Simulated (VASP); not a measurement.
# SrTiO3 (P1) in VASP: single point with PBEsol

Aim: the single point of SrTiO3 with PBEsol.

Everything below comes from runs of VASP 6.6.1. Logs are shortened: lines on timing, memory, paths and dates and some standing lists are left out, and cuts for length are marked.

## 1. The cell of the first run

The typed cell holds 40 atoms: a = 7.783 Å, b = 7.783 Å, c = 7.783 Å, α = 90.00°, β = 90.00°, γ = 90.00°.

## 2. Single point, PBEsol

File INCAR:

```
PREC = Accurate
ENCUT = 520
EDIFF = 1E-6
ISMEAR = -1
SIGMA = 0.05
LREAL = Auto
LASPH = T
NELM = 60
ALGO = Normal
ISIF = 2
LWAVE = F
LCHARG = F
GGA = PS
ISYM = 0
NBANDS = 186
```

File KPOINTS:

```
Automatic mesh
0
Gamma
  1 1 1
  0.25 0.25 0.25
```

File POSCAR:

```
SrTiO3
1.0
    7.7828210000      0.0000000000      0.0000000000
    0.0000000000      7.7828210000      0.0000000000
    0.0000000000      0.0000000000      7.7828210000
Sr Ti O
8 8 24
Direct
    0.0221010000      0.9845670000      0.9940490000
    0.9943180000      0.9884040000      0.4984280000
    0.9857350000      0.4903730000      0.0080560000
    0.0058050000      0.4915490000      0.5154180000
    0.4922160000      0.9764030000      0.0151860000
    0.5091850000      0.9953280000      0.4900140000
    0.5105570000      0.4984720000      0.9894300000
    0.5026650000      0.5044070000      0.4850340000
    0.2387020000      0.2549340000      0.2435960000
    0.2435360000      0.2668530000      0.7451010000
    0.2439320000      0.7543970000      0.2424670000
    0.2589110000      0.7599940000      0.7472760000
    0.7396580000      0.2386700000      0.2522450000
    0.7550400000      0.2410130000      0.7510030000
    0.7479260000      0.7534310000      0.2570280000
    0.7500730000      0.7409210000      0.7403680000
    0.2339650000      0.2347850000      0.0014470000
    0.2482610000      0.2476580000      0.5031470000
    0.2656130000      0.7456700000      0.9909800000
    0.2766510000      0.7485950000      0.5123580000
    0.7503440000      0.2593080000      0.9928150000
    0.7406650000      0.2527970000      0.4909990000
    0.7472990000      0.7466000000      0.9842890000
    0.7524710000      0.7595520000      0.5014490000
    0.0203840000      0.2378750000      0.2463580000
    0.9982480000      0.2544490000      0.7498550000
    0.0081780000      0.7588480000      0.2424400000
    0.0064900000      0.7638530000      0.7440020000
    0.5142400000      0.2541980000      0.2517100000
    0.4878410000      0.2382970000      0.7485860000
    0.4946610000      0.7437790000      0.2474050000
    0.4982780000      0.7380500000      0.7594050000
    0.2425780000      0.9841270000      0.2588580000
    0.2613590000      0.0048630000      0.7409160000
    0.2545430000      0.5211480000      0.2450740000
    0.2700890000      0.5121180000      0.7563800000
    0.7526410000      0.0062260000      0.2375120000
    0.7732720000      0.9944610000      0.7527440000
    0.7531060000      0.4774450000      0.2645780000
    0.7421030000      0.4948340000      0.7443540000
```

Potentials or basis: VASP PAW PBE potentials, release 64 (Sr_sv, Ti_sv, O).

The run is started by

```console
cat potpaw_PBE.64/Sr_sv/POTCAR potpaw_PBE.64/Ti_sv/POTCAR potpaw_PBE.64/O/POTCAR > POTCAR
mpirun -np 1 vasp_std > vasp.out
```

OUTCAR:

```text
PREC = Accurate
   ENCUT = 520
   EDIFF = 1E-6
   ISMEAR = -1
   LREAL = Auto
   LASPH = T
   NELM = 60
   ISIF = 2
   GGA = PS
   ISYM = 0

 ion  position               nearest neighbor table
   1  0.022  0.985  0.994-  17 2.55  28 2.60  27 2.61  19 2.66  33 2.68  38 2.70  34 2.72  25 2.78
                            23 2.83  37 2.83  26 2.84  21 3.01  11 3.15  12 3.18   9 3.32  10 3.40
   2  0.994  0.988  0.498-  24 2.59  28 2.59  38 2.62  27 2.68  33 2.69  25 2.77  37 2.77  34 2.81
                            18 2.82  26 2.85  22 2.85  20 2.89  15 3.25  16 3.30  11 3.33  12 3.34
   3  0.986  0.490  0.008-  21 2.57  39 2.70  25 2.72  26 2.72  23 2.73  17 2.77  27 2.78  40 2.79
                            35 2.80  19 2.95  36 2.96  28 2.96   9 3.25  14 3.32  13 3.33  10 3.35
   4  0.006  0.492  0.515-  26 2.60  18 2.68  40 2.72  28 2.77  39 2.77  22 2.78  36 2.79  35 2.87
                            24 2.87  25 2.88  20 2.91  27 2.97  10 3.11  16 3.29  14 3.31   9 3.34
   5  0.492  0.976  0.015-  19 2.52  31 2.56  37 2.68  23 2.68  33 2.72  32 2.72  34 2.80  29 2.84
                            17 2.85  30 2.91  21 2.99  38 3.00  11 3.14  12 3.24  15 3.24  13 3.36
   6  0.509  0.995  0.490-  24 2.64  20 2.64  22 2.69  31 2.72  37 2.73  29 2.74  34 2.75  33 2.75
                            30 2.77  18 2.83  38 2.90  32 2.90  13 3.20  15 3.21  12 3.34  16 3.35
   7  0.511  0.498  0.989-  32 2.59  36 2.61  40 2.62  21 2.64  23 2.67  19 2.71  30 2.76  31 2.77
                            29 2.79  35 2.82  39 2.86  17 2.98  16 3.29  14 3.33  10 3.34  13 3.38
   8  0.503  0.504  0.485-  20 2.60  39 2.61  31 2.63  29 2.66  35 2.69  22 2.70  40 2.75  24 2.78
                            36 2.78  32 2.80  18 2.82  30 2.92  15 3.25  13 3.31  16 3.32  11 3.38
   9  0.239  0.255  0.244-  25 1.70  17 1.89  18 2.02  35 2.08  33 2.11  29 2.15   3 3.25   1 3.32
                             4 3.34   8 3.39   5 3.43   2 3.44   7 3.46   6 3.49
  10  0.244  0.267  0.745-  18 1.89  26 1.91  30 1.91  36 1.92  17 2.01  34 2.04   4 3.11   7 3.34
                             3 3.35   1 3.40   8 3.40   2 3.48   6 3.56   5 3.64
  11  0.244  0.754  0.242-  33 1.79  35 1.82  27 1.84  31 1.95  19 1.97  20 2.12   5 3.14   1 3.15
                             2 3.33   8 3.38   6 3.39   3 3.40   4 3.48   7 3.49
  12  0.259  0.760  0.747-  20 1.84  32 1.87  19 1.90  34 1.91  36 1.93  28 1.96   1 3.18   5 3.24
                             2 3.34   6 3.34   4 3.39   7 3.40   8 3.42   3 3.61
  13  0.740  0.239  0.252-  29 1.76  37 1.82  22 1.86  39 1.86  21 2.03  25 2.19   6 3.20   8 3.31
                             3 3.33   5 3.36   2 3.38   7 3.38   4 3.52   1 3.58
  14  0.755  0.241  0.751-  21 1.89  26 1.90  38 1.92  40 1.98  22 2.03  30 2.08   4 3.31   3 3.32
                             7 3.33   2 3.35   6 3.38   1 3.45   8 3.51   5 3.56
  15  0.748  0.753  0.257-  24 1.90  37 1.97  31 1.97  27 2.03  23 2.12  39 2.15   6 3.21   5 3.24
                             8 3.25   2 3.25   3 3.37   7 3.42   1 3.46   4 3.50
  16  0.750  0.741  0.740-  24 1.87  23 1.90  40 1.92  32 1.97  38 1.98  28 2.00   7 3.29   4 3.29
                             2 3.30   8 3.32   6 3.35   3 3.39   5 3.46   1 3.46
  17  0.234  0.235  0.001-   9 1.89  10 2.01   1 2.55   3 2.77   5 2.85   7 2.98
  18  0.248  0.248  0.503-  10 1.89   9 2.02   4 2.68   8 2.82   2 2.82   6 2.83
  19  0.266  0.746  0.991-  12 1.90  11 1.97   5 2.52   1 2.66   7 2.71   3 2.95
  20  0.277  0.749  0.512-  12 1.84  11 2.12   8 2.60   6 2.64   2 2.89   4 2.91
  21  0.750  0.259  0.993-  14 1.89  13 2.03   3 2.57   7 2.64   5 2.99   1 3.01
  22  0.741  0.253  0.491-  13 1.86  14 2.03   6 2.69   8 2.70   4 2.78   2 2.85
[... 16 lines left out ...]
  39  0.753  0.477  0.265-  13 1.86  15 2.15   8 2.61   3 2.70   4 2.77   7 2.86
  40  0.742  0.495  0.744-  16 1.92  14 1.98   7 2.62   4 2.72   8 2.75   3 2.79

IMPORTANT INFORMATION: All symmetrisations will be switched off!
NOSYMM: (Re-)initialisation of all symmetry stuff for point group C_1.

----------------------------------------------------------------------------------------

                                     Primitive cell

  volume of cell :     471.4234

  direct lattice vectors                    reciprocal lattice vectors
     7.782821000  0.000000000  0.000000000     0.128488115  0.000000000  0.000000000
     0.000000000  7.782821000  0.000000000     0.000000000  0.128488115  0.000000000
     0.000000000  0.000000000  7.782821000     0.000000000  0.000000000  0.128488115

  length of vectors
     7.782821000  7.782821000  7.782821000     0.128488115  0.128488115  0.128488115

  position of ions in fractional coordinates (direct lattice)
     0.022101000  0.984567000  0.994049000
     0.994318000  0.988404000  0.498428000
     0.985735000  0.490373000  0.008056000
     0.005805000  0.491549000  0.515418000
     0.492216000  0.976403000  0.015186000
     0.509185000  0.995328000  0.490014000
[... 32 lines left out ...]
     0.753106000  0.477445000  0.264578000
     0.742103000  0.494834000  0.744354000

  ion indices of the primitive-cell ions
   primitive index   ion index
                 1           1
                 2           2
                 3           3
                 4           4
                 5           5
                 6           6
[... 32 lines left out ...]
                39          39
                40          40

----------------------------------------------------------------------------------------

 KPOINTS: Automatic mesh

Automatic generation of k-mesh.
 Grid dimensions read from file:
 generate k-points for:    1    1    1

 Generating k-lattice:

  Cartesian coordinates                     Fractional coordinates (reciprocal lattice)
     0.128488115  0.000000000  0.000000000     1.000000000  0.000000000  0.000000000
     0.000000000  0.128488115  0.000000000     0.000000000  1.000000000  0.000000000
     0.000000000  0.000000000  0.128488115     0.000000000  0.000000000  1.000000000

  Length of vectors
     0.128488115  0.128488115  0.128488115

  Shift w.r.t. Gamma in fractional coordinates (k-lattice)
     0.250000000  0.250000000  0.250000000

 Subroutine IBZKPT returns following result:
 ===========================================

 Found      4 irreducible k-points:

 Following reciprocal coordinates:
            Coordinates               Weight
  0.250000  0.250000  0.250000      2.000000
 -0.250000  0.250000  0.250000      2.000000
 -0.250000 -0.250000  0.250000      2.000000
  0.250000 -0.250000  0.250000      2.000000
   k-points           NKPTS =      4   k-points in BZ     NKDIM =      4   number of bands    NBANDS=    186
   number of dos      NEDOS =    301   number of ions     NIONS =     40
   total plane-waves  NPLWV = 216000
   dimension x,y,z NGX =    60 NGY =   60 NGZ =   60
   dimension x,y,z NGXF=   120 NGYF=  120 NGZF=  120
   ions per type =               8   8  24
   NGX,Y,Z   is equivalent  to a cutoff of  12.82, 12.82, 12.82 a.u.
   NGXF,Y,Z  is equivalent  to a cutoff of  25.63, 25.63, 25.63 a.u.
 SYSTEM =  unknown system
   PREC   = accura    normal or accurate (medium, high low for compatibility)
   ISTART =      0    job   : 0-new  1-cont  2-samecut
   ICHARG =      2    charge: 1-file 2-atom 10-const
   ISPIN  =      1    spin polarized calculation?
   LNONCOLLINEAR =      F non collinear calculations
   LSORBIT =      F    spin-orbit coupling
   LASPH  =      T    aspherical Exc in radial PAW
   ENCUT  =  520.0 eV  38.22 Ry    6.18 a.u.  14.47 14.47 14.47*2*pi/ulx,y,z
   NELM   =     60;   NELMIN=  2; NELMDL= -5     # of ELM steps
   EDIFF  = 0.1E-05   stopping-criterion for ELM
   LREAL  =      T    real-space projection
   EDIFFG = 0.1E-04   stopping-criterion for IOM
   NSW    =      0    number of steps for IOM
   IBRION =     -1    ionic relax: 0-MD 1-quasi-New 2-CG
   NFREE  =      0    steps in history (QN), initial steepest desc. (CG)
   ISIF   =      2    stress and relaxation
   ISYM   =      0    0-nonsym 1-usesym 2-fastsym
   POTIM  = 0.5000    time-step for ionic-motion
   TEBEG  =    0.0;   TEEND  =   0.0 temperature during run
   PSTRESS=    0.0 pullay stress
   NELECT =     320.0000    total number of electrons
   NUPDOWN=      -1.0000    fix difference up-down
   EMIN   =  10.00;   EMAX   =-10.00  energy-range for DOS
   EFERMI =   0.00;   METHOD = LEGACY
   ISMEAR =    -1;   SIGMA  =   0.05  broadening in eV -4-tet -1-fermi 0-gaus
   EFERMI_NEDOS =   21; number of points for ismear=-14 and -15
   IALGO  =     38    algorithm
   IMIX   =      4    mixing-type and parameters
     AMIX     =   0.40;   BMIX     =  1.00
     AMIX_MAG =   1.60;   BMIX_MAG =  1.00
  volume/ion in A,a.u.               =      11.79        79.53
  Fermi-wavevector in a.u.,A,eV,Ry     =   1.438758  2.718859 28.164398  2.070025
  Thomas-Fermi vector in A             =   2.557689
   LORBIT       =      0    0 simple, 1 ext, 2 COOP (PROOUT), +10 PAW based schemes
   GGA     = PS    functional components
   LHFCALC =     F    Hartree Fock is set to
   AEXX    =    0.0000 exact exchange contribution
   IVDW    =     0    specifies the selected vdW correction
   LEPSILON=     F    determine dielectric tensor
   LRPA    =     F    only Hartree local field effects (RPA)
 non-spin polarized calculation
  energy-cutoff  :      520.00
  volume of cell :      471.42
 maximum number of plane-waves:     12704
 NGX is ok and might be reduce to    60
   NGX = 29   NGY = 29   NGZ = 29

 number of electron     319.9999986 magnetization

 Free energy of the ion-electron system (eV)
  ---------------------------------------------------
  ext. energy  EPLUGINS =         0.00000000
  ---------------------------------------------------
  free energy    TOTEN  =      -332.26855461 eV

  energy without entropy =     -332.26855460  energy(sigma->0) =     -332.26855461

 E-fermi :   5.2324     XC(G=0): -11.5765

 val. band max:        4.2548048283   @ k =  -0.2500   0.2500   0.2500
 cond. band min:       6.2183991971   @ k =  -0.2500   0.2500   0.2500
 fundamental gap:      1.9635943687
 Fermi energy:         5.2323850790

 k-point     1 :       0.2500    0.2500    0.2500
  band No.  band energies     occupation
      1     -52.8259      2.00000
      2     -52.0668      2.00000
      3     -51.9999      2.00000
      4     -51.9839      2.00000
      5     -51.7542      2.00000
      6     -51.6918      2.00000
[... 164 lines left out ...]
    171       7.8040      0.00000
    172       7.8700      0.00000

 k-point     2 :      -0.2500    0.2500    0.2500
  band No.  band energies     occupation
      1     -52.8259      2.00000
      2     -52.0668      2.00000
      3     -51.9999      2.00000
      4     -51.9839      2.00000
      5     -51.7542      2.00000
      6     -51.6918      2.00000
[... 164 lines left out ...]
    171       7.8211      0.00000
    172       7.8754      0.00000

 k-point     3 :      -0.2500   -0.2500    0.2500
  band No.  band energies     occupation
      1     -52.8259      2.00000
      2     -52.0668      2.00000
      3     -51.9999      2.00000
      4     -51.9839      2.00000
      5     -51.7542      2.00000
      6     -51.6918      2.00000
[... 164 lines left out ...]
    171       7.8100      0.00000
    172       7.8824      0.00000

 k-point     4 :       0.2500   -0.2500    0.2500
  band No.  band energies     occupation
      1     -52.8259      2.00000
      2     -52.0668      2.00000
      3     -51.9999      2.00000
      4     -51.9839      2.00000
      5     -51.7542      2.00000
      6     -51.6918      2.00000
[... 164 lines left out ...]
    171       7.8106      0.00000
    172       7.8707      0.00000
 [bands above 172 left out]

------------------------ aborting loop because EDIFF is reached ----------------------------------------

  FORCE on cell =-STRESS in cart. coord.  units (eV):
  Direction    XX          YY          ZZ          XY          YZ          ZX
  --------------------------------------------------------------------------------------
  -------------------------------------------------------------------------------------
  Total       15.6262174     14.2499869     10.8809081      0.0704068     -1.1964050      0.0594904
  in kB       53.1071895     48.4299391     36.9798036      0.2392842     -4.0660964      0.2021837
  external PRESSURE =      46.1723107 kB  Pullay stress =       0.0000000 kB

 VOLUME and BASIS-vectors are now :
 -----------------------------------------------------------------------------
  energy-cutoff  :      520.00
  volume of cell :      471.42
      direct lattice vectors                 reciprocal lattice vectors
     7.782821000  0.000000000  0.000000000     0.128488115  0.000000000  0.000000000
     0.000000000  7.782821000  0.000000000     0.000000000  0.128488115  0.000000000
     0.000000000  0.000000000  7.782821000     0.000000000  0.000000000  0.128488115

 POSITION                                       TOTAL-FORCE (eV/Angst)
 -----------------------------------------------------------------------------------
      0.17201      7.66271      7.73651        -0.843741      0.395348     -0.461988
      7.73860      7.69257      3.87918         0.961730      0.534674      0.425485
      7.67180      3.81649      0.06270         0.291208      0.346756     -0.208236
      0.04518      3.82564      4.01141        -0.107162      0.287415     -0.531176
      3.83083      7.59917      0.11819         0.366823      0.947724     -1.316765
      3.96290      7.74646      3.81369        -1.208229      0.574040      1.055849
[... 32 lines left out ...]
      5.86129      3.71587      2.05916         0.926912      3.889741     -0.627504
      5.77565      3.85120      5.79317         0.703478      0.433421     -0.544667
 -----------------------------------------------------------------------------------
    total drift:                                0.005408     -0.006951      0.019319

  FREE ENERGIE OF THE ION-ELECTRON SYSTEM (eV)
  ---------------------------------------------------
  free  energy   TOTEN  =      -332.2685546138 eV

  energy  without entropy=     -332.2685546036  energy(sigma->0) =     -332.26855461
```

Wall time 16 min (1 thread of Intel Xeon 6975P-C, shared host); peak memory 0.63 GiB.

Results:

```
Free energy            : -332.2686 eV
Pressure               : 4.6 GPa
Largest force          : 4.048 eV/Å
Band gap on the k mesh : 1.96 eV, direct
```

Forces on the atoms (eV/Å):
```
Sr  -0.844  0.395 -0.462
Sr   0.962  0.535  0.425
Sr   0.291  0.347 -0.208
Sr  -0.107  0.287 -0.531
Sr   0.367  0.948 -1.317
Sr  -1.208  0.574  1.056
Sr  -0.417 -0.100 -0.008
Sr  -0.381 -0.493  0.596
Ti   2.250 -0.008  0.356
Ti   2.411 -1.267  0.220
Ti   0.987 -1.016  0.421
Ti  -0.448  0.675 -0.542
Ti   1.033  1.836 -0.596
Ti  -1.741 -0.664  0.250
Ti  -0.089 -1.118 -1.849
Ti  -0.065  0.426  2.540
O    0.720  0.596  0.268
O   -0.222  0.763 -1.101
O   -0.752  0.745  1.858
O   -0.795 -0.177 -2.203
O    0.231 -0.175  0.241
O    0.873 -1.034  1.672
O    0.367 -0.340  2.510
O   -0.153 -0.119 -2.162
O   -3.147  0.344  0.451
O   -0.054  0.462 -0.343
O   -2.862 -0.549  0.349
O   -0.597 -1.265 -0.184
O   -3.037 -0.623 -0.486
O    1.587  0.416  0.217
O    3.056  0.531  0.162
O    2.481  0.878 -0.579
O    0.977  2.993 -0.208
O   -0.667 -0.182  0.508
O   -0.471 -3.987  0.229
O   -1.304 -2.445 -0.182
O    0.060 -3.270  0.298
O   -0.920  0.759 -0.493
O    0.927  3.890 -0.628
O    0.703  0.433 -0.545
```

Stress tensor (GPa, compression positive):
```
 5.31  0.02  0.02
 0.02  4.84 -0.41
 0.02 -0.41  3.70
```

Caveat: the k points lie up to 0.81 Å⁻¹ apart; the PAW data sets were made with another functional, which shifts forces and pressure a little. As with any semilocal functional, this PBEsol gap is likely too small.
